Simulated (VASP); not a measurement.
# Ir (P6_3/mmc) in VASP: a series of runs, part 2 of 2

VASP 6.6.1. The steps go on from the part before.

## (3) Single point, PBEsol

This run uses another cell than the first one, of the same volume but with other edges.

INCAR reads:

```
SYSTEM = Ir
PREC = Accurate
ENCUT = 500
EDIFF = 1E-6
ISMEAR = 0
SIGMA = 0.15
LREAL = .False.
LASPH = .True.
NELM = 120
ALGO = Normal
ISIF = 2
LWAVE = .False.
LCHARG = .False.
GGA = PS
NBANDS = 24
GGA_COMPAT = .False.
```

KPOINTS reads:

```
Automatic mesh
0
Gamma
  24 24 12
  0 0 0
```

POSCAR reads:

```
Ir
1.0
    2.6653403988      0.0000000000      0.0000000000
   -1.3326701994      2.3082524951      0.0000000000
    0.0000000000      0.0000000000      4.7550262051
Ir
2
Direct
    0.6666666667      0.3333333333      0.7500000000
    0.3333333333      0.6666666667      0.2500000000
```

Potentials or basis: VASP PAW PBE potentials, release 64 (Ir_sv_GW).

On the command line:

```bash
$ cat potpaw_PBE.64/Ir_sv_GW/POTCAR > POTCAR
$ mpirun -np 1 vasp_std > vasp.out
```

OUTCAR:

```text
SYSTEM = Ir
   PREC = Accurate
   ENCUT = 500
   EDIFF = 1E-6
   ISMEAR = 0
   LREAL = .False.
   LASPH = .True.
   NELM = 120
   ISIF = 2
   GGA = PS

 ion  position               nearest neighbor table
   1  0.667  0.333  0.750-   2 2.83   2 2.83   2 2.83   2 2.83   2 2.83   2 2.83
   2  0.333  0.667  0.250-   1 2.83   1 2.83   1 2.83   1 2.83   1 2.83   1 2.83

  LATTYP: Found a hexagonal cell.
 ALAT       =     2.6653403988
 C/A-ratio  =     1.7840221111

  Lattice vectors:

 A1 = (   2.6653403988,   0.0000000000,   0.0000000000)
 A2 = (  -1.3326701994,   2.3082524951,   0.0000000000)
 A3 = (   0.0000000000,   0.0000000000,   4.7550262051)

Analysis of symmetry for initial positions (statically):
=====================================================================
 Subroutine PRICEL returns:
 Original cell was already a primitive cell.

 Routine SETGRP: Setting up the symmetry group for a
 hexagonal supercell.

 Subroutine GETGRP returns: Found 24 space group operations
 (whereof 12 operations were pure point group operations)
 out of a pool of 24 trial point group operations.

The static configuration has the point symmetry D_3d.
 The point group associated with its full space group is D_6h.

Analysis of symmetry for dynamics (positions and initial velocities):
=====================================================================
 Subroutine PRICEL returns:
 Original cell was already a primitive cell.

 Routine SETGRP: Setting up the symmetry group for a
 hexagonal supercell.

 Subroutine GETGRP returns: Found 24 space group operations
 (whereof 12 operations were pure point group operations)
 out of a pool of 24 trial point group operations.

The dynamic configuration has the point symmetry D_3d.
 The point group associated with its full space group is D_6h.

 Subroutine INISYM returns: Found 24 space group operations
 (whereof 12 operations are pure point group operations),
 and found     1 'primitive' translations

----------------------------------------------------------------------------------------

                                     Primitive cell

  volume of cell :      29.2542

  direct lattice vectors                    reciprocal lattice vectors
     2.665340399  0.000000000  0.000000000     0.375186599  0.216614084  0.000000000
    -1.332670199  2.308252495  0.000000000     0.000000000  0.433228168  0.000000000
     0.000000000  0.000000000  4.755026205     0.000000000  0.000000000  0.210303783

  length of vectors
     2.665340399  2.665340399  4.755026205     0.433228168  0.433228168  0.210303783

  position of ions in fractional coordinates (direct lattice)
     0.666666667  0.333333333  0.750000000
     0.333333333  0.666666667  0.250000000

  ion indices of the primitive-cell ions
   primitive index   ion index
                 1           1
                 2           2

----------------------------------------------------------------------------------------

 KPOINTS: Automatic mesh

Automatic generation of k-mesh.
 Grid dimensions read from file:
 generate k-points for:   24   24   12

 Generating k-lattice:

  Cartesian coordinates                     Fractional coordinates (reciprocal lattice)
     0.015632775  0.009025587  0.000000000     0.041666667  0.000000000  0.000000000
     0.000000000  0.018051174  0.000000000     0.000000000  0.041666667  0.000000000
     0.000000000  0.000000000  0.017525315     0.000000000  0.000000000  0.083333333

  Length of vectors
     0.018051174  0.018051174  0.017525315

  Shift w.r.t. Gamma in fractional coordinates (k-lattice)
     0.000000000  0.000000000  0.000000000

 Subroutine IBZKPT returns following result:
 ===========================================

 Found    427 irreducible k-points:

 Following reciprocal coordinates:
            Coordinates               Weight
  0.000000  0.000000  0.000000      1.000000
  0.041667 -0.000000  0.000000      6.000000
  0.083333  0.000000  0.000000      6.000000
  0.125000  0.000000  0.000000      6.000000
  0.166667  0.000000  0.000000      6.000000
  0.208333  0.000000  0.000000      6.000000
[... 16 lines left out ...]
  0.416667  0.041667  0.000000     12.000000
  0.458333  0.041667  0.000000     12.000000
 [... further k-points ...]
   k-points           NKPTS =    427   k-points in BZ     NKDIM =    427   number of bands    NBANDS=     24
   number of dos      NEDOS =    301   number of ions     NIONS =      2
   total plane-waves  NPLWV =  14400
   dimension x,y,z NGX =    20 NGY =   20 NGZ =   36
   dimension x,y,z NGXF=    40 NGYF=   40 NGZF=   72
   ions per type =               2
   NGX,Y,Z   is equivalent  to a cutoff of  12.47, 12.47, 12.59 a.u.
   NGXF,Y,Z  is equivalent  to a cutoff of  24.95, 24.95, 25.17 a.u.
 SYSTEM =  Ir
   PREC   = accura    normal or accurate (medium, high low for compatibility)
   ISTART =      0    job   : 0-new  1-cont  2-samecut
   ICHARG =      2    charge: 1-file 2-atom 10-const
   ISPIN  =      1    spin polarized calculation?
   LNONCOLLINEAR =      F non collinear calculations
   LSORBIT =      F    spin-orbit coupling
   LASPH  =      T    aspherical Exc in radial PAW
   ENCUT  =  500.0 eV  36.75 Ry    6.06 a.u.   4.86  4.86  8.67*2*pi/ulx,y,z
   NELM   =    120;   NELMIN=  2; NELMDL= -5     # of ELM steps
   EDIFF  = 0.1E-05   stopping-criterion for ELM
   LREAL  =      F    real-space projection
   EDIFFG = 0.1E-04   stopping-criterion for IOM
   NSW    =      0    number of steps for IOM
   IBRION =     -1    ionic relax: 0-MD 1-quasi-New 2-CG
   NFREE  =      0    steps in history (QN), initial steepest desc. (CG)
   ISIF   =      2    stress and relaxation
   ISYM   =      2    0-nonsym 1-usesym 2-fastsym
   POTIM  = 0.5000    time-step for ionic-motion
   TEBEG  =    0.0;   TEEND  =   0.0 temperature during run
   PSTRESS=    0.0 pullay stress
   NELECT =      34.0000    total number of electrons
   NUPDOWN=      -1.0000    fix difference up-down
   EMIN   =  10.00;   EMAX   =-10.00  energy-range for DOS
   EFERMI =   0.00;   METHOD = LEGACY
   ISMEAR =     0;   SIGMA  =   0.15  broadening in eV -4-tet -1-fermi 0-gaus
   EFERMI_NEDOS =   21; number of points for ismear=-14 and -15
   IALGO  =     38    algorithm
   IMIX   =      4    mixing-type and parameters
     AMIX     =   0.40;   BMIX     =  1.00
     AMIX_MAG =   1.60;   BMIX_MAG =  1.00
  volume/ion in A,a.u.               =      14.63        98.71
  Fermi-wavevector in a.u.,A,eV,Ry     =   1.721227  3.252648 40.308928  2.962623
  Thomas-Fermi vector in A             =   2.797519
   LORBIT       =      0    0 simple, 1 ext, 2 COOP (PROOUT), +10 PAW based schemes
   GGA     = PS    functional components
   LHFCALC =     F    Hartree Fock is set to
   AEXX    =    0.0000 exact exchange contribution
   IVDW    =     0    specifies the selected vdW correction
   LEPSILON=     F    determine dielectric tensor
   LRPA    =     F    only Hartree local field effects (RPA)
 non-spin polarized calculation
 Gauss-broadening in eV      SIGMA  =   0.15
  energy-cutoff  :      500.00
  volume of cell :       29.25
 maximum number of plane-waves:       762
 NGX is ok and might be reduce to    20

 number of electron      34.0000000 magnetization

 Free energy of the ion-electron system (eV)
  ---------------------------------------------------
  ext. energy  EPLUGINS =         0.00000000
  ---------------------------------------------------
  free energy    TOTEN  =       -20.41611745 eV

  energy without entropy =      -20.38790550  energy(sigma->0) =      -20.40201148

 E-fermi :  12.0742     XC(G=0): -14.4809

 val. band max:       12.0677462232   @ k =   0.0417   0.0417   0.4167
 cond. band min:      12.0748829958   @ k =   0.2083   0.1250   0.0000
 fundamental gap:      0.0071367727
 Fermi energy:        12.0742160618

 k-point     1 :       0.0000    0.0000    0.0000
  band No.  band energies     occupation
      1     -80.7866      2.00000
      2     -80.7511      2.00000
      3     -37.8040      2.00000
      4     -37.2646      2.00000
      5     -37.2535      2.00000
      6     -37.2535      2.00000
[... 16 lines left out ...]
     23      26.5605      0.00000
     24      28.5493      0.00000

 k-point     2 :       0.0417   -0.0000    0.0000
  band No.  band energies     occupation
      1     -80.7854      2.00000
      2     -80.7505      2.00000
      3     -37.8007      2.00000
      4     -37.2665      2.00000
      5     -37.2648      2.00000
      6     -37.2571      2.00000
[... 586 lines left out ...]
 k-point    24 :       0.4583    0.0417    0.0000
  band No.  band energies     occupation
      1     -80.7191      2.00000
      2     -80.7073      2.00000
      3     -37.9715      2.00000
      4     -37.9019      2.00000
      5     -37.5249      2.00000
      6     -37.4546      2.00000
[... 16 lines left out ...]
     23      22.8108      0.00000
     24      24.6000      0.00000

 [... further k-points ...]
[... 5 lines left out ...]
  --------------------------------------------------------------------------------------
  -------------------------------------------------------------------------------------
  Total       -0.2048208     -0.2048208     -6.1261833      0.0000000     -0.0000000      0.0000000
  in kB      -11.2174885    -11.2174885   -335.5147823      0.0000000     -0.0000000      0.0000000
  external PRESSURE =    -119.3165865 kB  Pullay stress =       0.0000000 kB

 VOLUME and BASIS-vectors are now :
 -----------------------------------------------------------------------------
  energy-cutoff  :      500.00
  volume of cell :       29.25
      direct lattice vectors                 reciprocal lattice vectors
     2.665340399  0.000000000  0.000000000     0.375186599  0.216614084  0.000000000
    -1.332670199  2.308252495  0.000000000     0.000000000  0.433228168  0.000000000
     0.000000000  0.000000000  4.755026205     0.000000000  0.000000000  0.210303783

 POSITION                                       TOTAL-FORCE (eV/Angst)
 -----------------------------------------------------------------------------------
      1.33267      0.76942      3.56627         0.000000     -0.000000      0.000000
     -0.00000      1.53883      1.18876        -0.000000      0.000000      0.000000
 -----------------------------------------------------------------------------------
    total drift:                               -0.000000      0.000000     -0.000000

  FREE ENERGIE OF THE ION-ELECTRON SYSTEM (eV)
  ---------------------------------------------------
  free  energy   TOTEN  =       -20.4161174463 eV

  energy  without entropy=      -20.3879055045  energy(sigma->0) =      -20.40201148
```

OSZICAR:

```text
N       E                     dE             d eps       ncg     rms          rms(c)
DAV:   1     0.327355646890E+03    0.32736E+03   -0.24814E+04 22240   0.149E+03
DAV:   2    -0.140679000693E+02   -0.34142E+03   -0.33047E+03 25064   0.492E+02
DAV:   3    -0.229479825151E+02   -0.88801E+01   -0.88254E+01 24328   0.777E+01
DAV:   4    -0.229779117691E+02   -0.29929E-01   -0.29922E-01 23336   0.493E+00
DAV:   5    -0.229780201433E+02   -0.10837E-03   -0.10837E-03 24488   0.262E-01    0.105E+02
DAV:   6    -0.206366415334E+02    0.23414E+01   -0.42085E+00 22472   0.155E+01    0.550E+01
DAV:   7    -0.204648735980E+02    0.17177E+00   -0.12522E+00 25096   0.778E+00    0.107E+01
DAV:   8    -0.204172567023E+02    0.47617E-01   -0.17763E-01 21768   0.382E+00    0.103E+00
DAV:   9    -0.204164942020E+02    0.76250E-03   -0.31627E-03 25064   0.411E-01    0.858E-01
DAV:  10    -0.204161176366E+02    0.37657E-03   -0.61919E-04 22040   0.291E-01    0.516E-01
DAV:  11    -0.204161174463E+02    0.19032E-06   -0.78170E-06 25480   0.278E-02
   1 F= -.20416117E+02 E0= -.20402011E+02  d E =-.282119E-01
```

Run time: 85 s. Hardware: 1 thread of Intel Xeon 6975P-C (Granite Rapids), shared host; peak memory 0.33 GiB.

What came out:

```
Free energy            : -20.4161 eV
Pressure               : -11.9 GPa
Band gap on the k mesh : zero (band 17 reaches 13.64 eV, above the bottom of band 18 at 10.17 eV)
```

Caveat: the PAW data sets were made with another functional, which shifts forces and pressure a little; spin-orbit coupling is left out, which moves the levels of the heavy elements.

## (4) Single point, PBEsol

INCAR is that of step 3.

KPOINTS reads:

```
regular mesh
0
Gamma
  24 24 12
  0 0 0
```

POSCAR reads:

```
Ir
1.0
    2.5209784096      0.0000000000      0.0000000000
   -1.2604892048      2.1832313451      0.0000000000
    0.0000000000      0.0000000000      5.3152050834
Ir
2
Direct
    0.6666666667      0.3333333333      0.7500000000
    0.3333333333      0.6666666667      0.2500000000
```

On the command line:

```bash
$ cat potpaw_PBE.64/Ir_sv_GW/POTCAR > POTCAR
$ mpirun -np 1 vasp_std > vasp.out
```

Run time: 95 s. Hardware: 1 thread of Intel Xeon 6975P-C (Granite Rapids), shared host; peak memory 0.33 GiB.

The run converged. Its results:

```yaml
Free_energy: -19.1363 eV
Pressure: 16.0 GPa
Band_gap_on_the_k_mesh: zero (band 17 reaches 14.68 eV, above the bottom of band 18 at 11.06 eV)
```

Stress tensor (GPa, compression positive):
```
 46.39   0.00   0.00
  0.00  46.39   0.00
  0.00   0.00 -44.77
```

Levels at points of the mesh, in eV from the Fermi level:
```
           k point  band 13  band 14  band 15  band 16  band 17  band 18  band 19  band 20  band 21  band 22
(0.00, 0.00, 0.00)    -3.55    -3.37    -3.37    -2.39     0.04     0.04     0.92     0.92     3.31    11.80
(0.50, 0.00, 0.00)    -3.07    -1.85    -1.71     0.34     2.75     2.83     3.26     4.79     7.94     9.54
(0.00, 0.00, 0.50)    -3.48    -3.48    -3.48    -3.48     0.51     0.51     0.51     0.51     8.64     8.64
(0.50, 0.00, 0.50)    -0.79    -0.79    -0.68    -0.68     2.07     2.07     2.79     2.79     9.23     9.23
```

Caveat: the PAW data sets were made with another functional, which shifts forces and pressure a little; spin-orbit coupling is left out, which moves the levels of the heavy elements.

## (5) Overview

```tsv
potentials or basis	cell	cutoff (eV)	second run	gap on the mesh (eV)	pressure (GPa)
VASP PAW PBE potentials, release 64 (Ir)	a = 2.521, b = 2.521, c = 5.315 Å, angles 90.0, 90.0, 120.0°, 2 atoms	520	-	none	20.5
VASP PAW PBE potentials, release 64 (Ir_sv_GW)	a = 2.665, b = 2.665, c = 4.755 Å, angles 90.0, 90.0, 120.0°, 2 atoms	500	valence_matched	none	-11.9
VASP PAW PBE potentials, release 64 (Ir_sv_GW)	a = 2.521, b = 2.521, c = 5.315 Å, angles 90.0, 90.0, 120.0°, 2 atoms	500	valence_matched	none	16.0
```

Alike in all rows: task single point; level PBEsol; no spin polarisation; k mesh 24 × 24 × 12; smearing gaussian 0.15 eV.

Caveats: the PAW data sets were made with another functional, which shifts forces and pressure a little; spin-orbit coupling is left out, which moves the levels of the heavy elements.

Total energies depend on the potentials used, so only differences within one code and one set of settings carry meaning.
